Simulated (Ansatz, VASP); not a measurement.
CuAu3: VASP beside Ansatz

```
Cu Au
1.0
     4.01097    0.00000    0.00000
     0.00000    4.01097    0.00000
     0.00000    0.00000    4.01097
Cu Au
1 3
Direct
  0.00000 0.00000 0.00000
  0.00000 0.50000 0.50000
  0.50000 0.00000 0.50000
  0.50000 0.50000 0.00000
```

Alike in both runs: task single point; functional r2SCAN; k mesh 10 × 10 × 10; occupations gaussian, width 0.1 eV; no spin polarisation.

|  | VASP | Ansatz |
| --- | --- | --- |
| version | VASP 6.6.1 | Ansatz 0.2.0 |
| potentials or method | VASP PAW PBE potentials, release 64 (Cu, Au), cutoff 520 eV | scalar-relativistic, plane waves, PAW |
| valence electrons in the cell | 44 | 76 |

|  | VASP | Ansatz | Ansatz less VASP |
| --- | --- | --- | --- |
| gap on the k mesh at the Fermi level (eV) | none | none | - |
| pressure (GPa) | 0.4 | 0.0 | -0.34 |

VASP's potentials were made for PBE, not for r2SCAN. A gap of «none» marks a metal or a gap that the smearing closes. The functional is the same, so the differences come from potentials, cutoffs and numerics. VASP's potentials hold 44 valence electrons a cell and Ansatz's 76, so a difference there can come from the potentials and not from the codes.

Spin-orbit coupling is off throughout.
